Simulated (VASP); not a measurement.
# GaN in VASP: a series of runs

The runs below take GaN through single point, with PBE.

Program: VASP 6.6.1. These are calculated values, not measurements. Logs are shortened: lines on timing, memory, paths and dates and some standing lists are left out, and cuts for length are marked.

## Step 1: The cell of the first run

Symmetry: P3m1, No. 156, trigonal system. Conventional cell: a = 3.180 Å, b = 3.180 Å, c = 5.166 Å, α = 90.00°, β = 90.00°, γ = 120.00°. Within 2.4 Å of Ga (site symmetry 3m) lie 4 N at 1.84 to 1.95 Å. Within 2.6 Å of Ga (site symmetry 3m) lie 4 N at 1.94 to 1.98 Å. Within 2.4 Å of N (site symmetry 3m) lie 4 Ga at 1.84 to 1.98 Å. Within 2.6 Å of N (site symmetry 3m) lie 4 Ga at 1.94 to 1.95 Å.

## Step 2: Single point, PBE (atom 3 (N) moved by (+0.000, -0.100) A along x and z)

Contents of INCAR:

```
  PREC = Accurate
  ENCUT = 520
  EDIFF = 1E-6
  ISMEAR = 0
  SIGMA = 0.05
  LREAL = F
  LASPH = T
  NELM = 80
  ALGO = Normal
  ISIF = 2
  LWAVE = F
  LCHARG = F
  GGA = PE
  NBANDS = 26
```

Contents of KPOINTS:

```
Automatic mesh
0
Gamma
  12 12 6
```

Contents of POSCAR:

```
GaN
1.0
    3.1799996605      0.0000000000      0.0000000000
   -1.5899998303      2.7539604900      0.0000000000
    0.0000000000      0.0000000000      5.1660000000
Ga N
2 2
Direct
    0.3333333333      0.6666666667      0.0000000000
    0.6666666667      0.3333333333      0.5000000000
    0.3333333333      0.6666666667      0.3556426636
    0.6666666667      0.3333333333      0.8750000000
```

Potentials or basis: VASP PAW PBE potentials, release 64 (Ga_d, N).

On the command line:

```console
cat potpaw_PBE.64/Ga_d/POTCAR potpaw_PBE.64/N/POTCAR > POTCAR
mpirun -np 1 vasp_std > vasp.out
```

OUTCAR:

```text
PREC = Accurate
   ENCUT = 520
   EDIFF = 1E-6
   ISMEAR = 0
   LREAL = F
   LASPH = T
   NELM = 80
   ISIF = 2
   GGA = PE

 ion  position               nearest neighbor table
   1  0.333  0.667  0.000-   3 1.84   4 1.95   4 1.95   4 1.95
   2  0.667  0.333  0.500-   4 1.94   3 1.98   3 1.98   3 1.98
   3  0.333  0.667  0.356-   1 1.84   2 1.98   2 1.98   2 1.98
   4  0.667  0.333  0.875-   2 1.94   1 1.95   1 1.95   1 1.95

  LATTYP: Found a hexagonal cell.
 ALAT       =     3.1799996605
 C/A-ratio  =     1.6245284753

  Lattice vectors:

 A1 = (   3.1799996605,   0.0000000000,   0.0000000000)
 A2 = (  -1.5899998303,   2.7539604900,   0.0000000000)
 A3 = (   0.0000000000,   0.0000000000,   5.1660000000)

Analysis of symmetry for initial positions (statically):
=====================================================================
 Subroutine PRICEL returns:
 Original cell was already a primitive cell.

 Routine SETGRP: Setting up the symmetry group for a
 hexagonal supercell.

 Subroutine GETGRP returns: Found  6 space group operations
 (whereof  6 operations were pure point group operations)
 out of a pool of 24 trial point group operations.

The static configuration has the point symmetry C_3v.

Analysis of symmetry for dynamics (positions and initial velocities):
=====================================================================
 Subroutine PRICEL returns:
 Original cell was already a primitive cell.

 Routine SETGRP: Setting up the symmetry group for a
 hexagonal supercell.

 Subroutine GETGRP returns: Found  6 space group operations
 (whereof  6 operations were pure point group operations)
 out of a pool of 24 trial point group operations.

The dynamic configuration has the point symmetry C_3v.

 Subroutine INISYM returns: Found  6 space group operations
 (whereof  6 operations are pure point group operations),
 and found     1 'primitive' translations

----------------------------------------------------------------------------------------

                                     Primitive cell

  volume of cell :      45.2417

  direct lattice vectors                    reciprocal lattice vectors
     3.179999661  0.000000000  0.000000000     0.314465442  0.181556708  0.000000000
    -1.589999830  2.753960490  0.000000000     0.000000000  0.363113416  0.000000000
     0.000000000  0.000000000  5.166000000     0.000000000  0.000000000  0.193573364

  length of vectors
     3.179999661  3.179999661  5.166000000     0.363113416  0.363113416  0.193573364

  position of ions in fractional coordinates (direct lattice)
     0.333333333  0.666666667  0.000000000
     0.666666667  0.333333333  0.500000000
     0.333333333  0.666666667  0.355642664
     0.666666667  0.333333333  0.875000000

  ion indices of the primitive-cell ions
   primitive index   ion index
                 1           1
                 2           2
                 3           3
                 4           4

----------------------------------------------------------------------------------------

 KPOINTS: Automatic mesh

Automatic generation of k-mesh.
 Grid dimensions read from file:
 generate k-points for:   12   12    6

 Generating k-lattice:

  Cartesian coordinates                     Fractional coordinates (reciprocal lattice)
     0.026205454  0.015129726  0.000000000     0.083333333  0.000000000  0.000000000
     0.000000000  0.030259451  0.000000000     0.000000000  0.083333333  0.000000000
     0.000000000  0.000000000  0.032262227     0.000000000  0.000000000  0.166666667

  Length of vectors
     0.030259451  0.030259451  0.032262227

  Shift w.r.t. Gamma in fractional coordinates (k-lattice)
     0.000000000  0.000000000  0.000000000

 Subroutine IBZKPT returns following result:
 ===========================================

 Found    100 irreducible k-points:

 Following reciprocal coordinates:
            Coordinates               Weight
  0.000000  0.000000  0.000000      1.000000
  0.083333  0.000000  0.000000      6.000000
  0.166667  0.000000  0.000000      6.000000
  0.250000  0.000000  0.000000      6.000000
  0.333333  0.000000  0.000000      6.000000
  0.416667  0.000000  0.000000      6.000000
[... 16 lines left out ...]
  0.166667  0.000000  0.166667      6.000000
  0.000000  0.166667  0.166667      6.000000
 [... further k-points ...]
   k-points           NKPTS =    100   k-points in BZ     NKDIM =    100   number of bands    NBANDS=     26
   number of dos      NEDOS =    301   number of ions     NIONS =      4
   total plane-waves  NPLWV =  23040
   dimension x,y,z NGX =    24 NGY =   24 NGZ =   40
   dimension x,y,z NGXF=    48 NGYF=   48 NGZF=   80
   ions per type =               2   2
   NGX,Y,Z   is equivalent  to a cutoff of  12.55, 12.55, 12.87 a.u.
   NGXF,Y,Z  is equivalent  to a cutoff of  25.09, 25.09, 25.74 a.u.
 SYSTEM =  unknown system
   PREC   = accura    normal or accurate (medium, high low for compatibility)
   ISTART =      0    job   : 0-new  1-cont  2-samecut
   ICHARG =      2    charge: 1-file 2-atom 10-const
   ISPIN  =      1    spin polarized calculation?
   LNONCOLLINEAR =      F non collinear calculations
   LSORBIT =      F    spin-orbit coupling
   LASPH  =      T    aspherical Exc in radial PAW
   ENCUT  =  520.0 eV  38.22 Ry    6.18 a.u.   5.91  5.91  9.61*2*pi/ulx,y,z
   NELM   =     80;   NELMIN=  2; NELMDL= -5     # of ELM steps
   EDIFF  = 0.1E-05   stopping-criterion for ELM
   LREAL  =      F    real-space projection
[... 7 lines left out ...]
   TEBEG  =    0.0;   TEEND  =   0.0 temperature during run
   PSTRESS=    0.0 pullay stress
   NELECT =      36.0000    total number of electrons
   NUPDOWN=      -1.0000    fix difference up-down
   EMIN   =  10.00;   EMAX   =-10.00  energy-range for DOS
   EFERMI =   0.00;   METHOD = LEGACY
   ISMEAR =     0;   SIGMA  =   0.05  broadening in eV -4-tet -1-fermi 0-gaus
   EFERMI_NEDOS =   21; number of points for ismear=-14 and -15
   IALGO  =     38    algorithm
   IMIX   =      4    mixing-type and parameters
     AMIX     =   0.40;   BMIX     =  1.00
     AMIX_MAG =   1.60;   BMIX_MAG =  1.00
  volume/ion in A,a.u.               =      11.31        76.33
  Fermi-wavevector in a.u.,A,eV,Ry     =   1.517036  2.866783 31.312431  2.301399
  Thomas-Fermi vector in A             =   2.626346
   LORBIT       =      0    0 simple, 1 ext, 2 COOP (PROOUT), +10 PAW based schemes
   GGA     = PE    functional components
   LHFCALC =     F    Hartree Fock is set to
   AEXX    =    0.0000 exact exchange contribution
   IVDW    =     0    specifies the selected vdW correction
   LEPSILON=     F    determine dielectric tensor
   LRPA    =     F    only Hartree local field effects (RPA)
 non-spin polarized calculation
 Gauss-broadening in eV      SIGMA  =   0.05
  energy-cutoff  :      520.00
  volume of cell :       45.24
 maximum number of plane-waves:      1236
   NGX = 11   NGY = 11   NGZ = 19

 number of electron      36.0000003 magnetization

 Free energy of the ion-electron system (eV)
  ---------------------------------------------------
  ext. energy  EPLUGINS =         0.00000000
  ---------------------------------------------------
  free energy    TOTEN  =       -24.16470305 eV

  energy without entropy =      -24.16470305  energy(sigma->0) =      -24.16470305

 E-fermi :   5.7670     XC(G=0): -11.7239

 val. band max:        5.4896533841   @ k =   0.0000   0.0000   0.0000
 cond. band min:       7.3766934417   @ k =   0.0000   0.0000   0.0000
 fundamental gap:      1.8870400576
 Fermi energy:         5.7669519959

 k-point     1 :       0.0000    0.0000    0.0000
  band No.  band energies     occupation
      1     -10.6594      2.00000
      2      -9.6712      2.00000
      3      -8.0568      2.00000
      4      -8.0303      2.00000
      5      -8.0303      2.00000
      6      -7.9112      2.00000
[... 18 lines left out ...]
     25      17.2658      0.00000
     26      17.2658      0.00000

 k-point     2 :       0.0833    0.0000    0.0000
  band No.  band energies     occupation
      1     -10.5910      2.00000
      2      -9.6556      2.00000
      3      -8.0467      2.00000
      4      -8.0204      2.00000
      5      -8.0143      2.00000
      6      -7.9027      2.00000
[... 18 lines left out ...]
     25      16.9934      0.00000
     26      17.4010      0.00000

 k-point     3 :       0.1667    0.0000    0.0000
  band No.  band energies     occupation
      1     -10.4044      2.00000
      2      -9.6174      2.00000
      3      -8.0243      2.00000
      4      -7.9959      2.00000
      5      -7.9646      2.00000
      6      -7.8711      2.00000
[... 18 lines left out ...]
     25      17.1619      0.00000
     26      17.7245      0.00000

 k-point     4 :       0.2500    0.0000    0.0000
  band No.  band energies     occupation
      1     -10.1550      2.00000
      2      -9.5749      2.00000
      3      -8.0002      2.00000
      4      -7.9715      2.00000
      5      -7.9209      2.00000
      6      -7.8365      2.00000
[... 18 lines left out ...]
     25      17.0998      0.00000
     26      18.2411      0.00000

 k-point     5 :       0.3333    0.0000    0.0000
  band No.  band energies     occupation
      1      -9.9246      2.00000
      2      -9.5432      2.00000
      3      -7.9857      2.00000
      4      -7.9597      2.00000
      5      -7.9016      2.00000
      6      -7.8108      2.00000
[... 18 lines left out ...]
     25      17.2550      0.00000
     26      18.8280      0.00000

 k-point     6 :       0.4167    0.0000    0.0000
  band No.  band energies     occupation
      1      -9.7768      2.00000
      2      -9.5268      2.00000
      3      -7.9852      2.00000
      4      -7.9579      2.00000
      5      -7.8889      2.00000
      6      -7.7958      2.00000
[... 427 lines left out ...]
 k-point    21 :       0.0833    0.0000    0.1667
  band No.  band energies     occupation
      1     -10.5092      2.00000
      2      -9.6866      2.00000
      3      -8.0329      2.00000
      4      -8.0204      2.00000
      5      -8.0101      2.00000
      6      -7.9098      2.00000
[... 18 lines left out ...]
     25      16.8543      0.00000
     26      17.1058      0.00000

 k-point    22 :       0.0000    0.0833    0.1667
  band No.  band energies     occupation
      1     -10.5092      2.00000
      2      -9.6866      2.00000
      3      -8.0374      2.00000
      4      -8.0192      2.00000
      5      -8.0047      2.00000
      6      -7.9082      2.00000
[... 18 lines left out ...]
     25      16.7807      0.00000
     26      17.1890      0.00000

 k-point    23 :       0.1667    0.0000    0.1667
  band No.  band energies     occupation
      1     -10.3307      2.00000
      2      -9.6411      2.00000
      3      -8.0133      2.00000
      4      -7.9949      2.00000
      5      -7.9727      2.00000
      6      -7.8726      2.00000
[... 18 lines left out ...]
     25      16.7640      0.00000
     26      17.4520      0.00000

 k-point    24 :       0.0000    0.1667    0.1667
  band No.  band energies     occupation
      1     -10.3309      2.00000
      2      -9.6408      2.00000
      3      -8.0254      2.00000
      4      -7.9927      2.00000
      5      -7.9461      2.00000
      6      -7.8809      2.00000
[... 18 lines left out ...]
     25      16.6625      0.00000
     26      17.5829      0.00000

 [... further k-points ...]

------------------------ aborting loop because EDIFF is reached ----------------------------------------

  FORCE on cell =-STRESS in cart. coord.  units (eV):
  Direction    XX          YY          ZZ          XY          YZ          ZX
  --------------------------------------------------------------------------------------
  -------------------------------------------------------------------------------------
  Total        1.3750683      1.3750683      4.1534667     -0.0000000      0.0000000      0.0000000
  in kB       48.6962670     48.6962670    147.0896550     -0.0000000      0.0000000      0.0000000
  external PRESSURE =      81.4940630 kB  Pullay stress =       0.0000000 kB

 VOLUME and BASIS-vectors are now :
 -----------------------------------------------------------------------------
  energy-cutoff  :      520.00
  volume of cell :       45.24
      direct lattice vectors                 reciprocal lattice vectors
     3.179999661  0.000000000  0.000000000     0.314465442  0.181556708  0.000000000
    -1.589999830  2.753960490  0.000000000     0.000000000  0.363113416  0.000000000
     0.000000000  0.000000000  5.166000000     0.000000000  0.000000000  0.193573364

 POSITION                                       TOTAL-FORCE (eV/Angst)
 -----------------------------------------------------------------------------------
     -0.00000      1.83597      0.00000         0.000000     -0.000000     -1.275978
      1.59000      0.91799      2.58300        -0.000000      0.000000     -0.647195
     -0.00000      1.83597      1.83725        -0.000000      0.000000      2.408827
      1.59000      0.91799      4.52025         0.000000     -0.000000     -0.485654
 -----------------------------------------------------------------------------------
    total drift:                               -0.000000     -0.000001      0.000072

  FREE ENERGIE OF THE ION-ELECTRON SYSTEM (eV)
  ---------------------------------------------------
  free  energy   TOTEN  =       -24.1647030478 eV

  energy  without entropy=      -24.1647030478  energy(sigma->0) =      -24.16470305
```

It took 34 s on 1 thread of Intel Xeon 6975P-C (Granite Rapids), shared host; peak memory 0.22 GiB.

Results:

```
Free energy            : -24.1647 eV
Pressure               : 8.1 GPa
Largest force          : 2.409 eV/Å
Band gap on the k mesh : 1.89 eV, direct
```

Forces on the atoms (eV/Å):
```
Ga   0.000  0.000 -1.276
Ga   0.000  0.000 -0.647
N    0.000  0.000  2.409
N    0.000  0.000 -0.486
```

Stress tensor (GPa, compression positive):
```
 4.87  0.00  0.00
 0.00  4.87  0.00
 0.00  0.00 14.71
```

Caveat: the cell differs from its parent crystal (atom 3 (N) moved by (+0.000, -0.100) A along x and z); forces of over 1 eV/Å act on the atoms, so gaps and moduli don't describe the material at rest.

(Continued in part 2 of 2.)
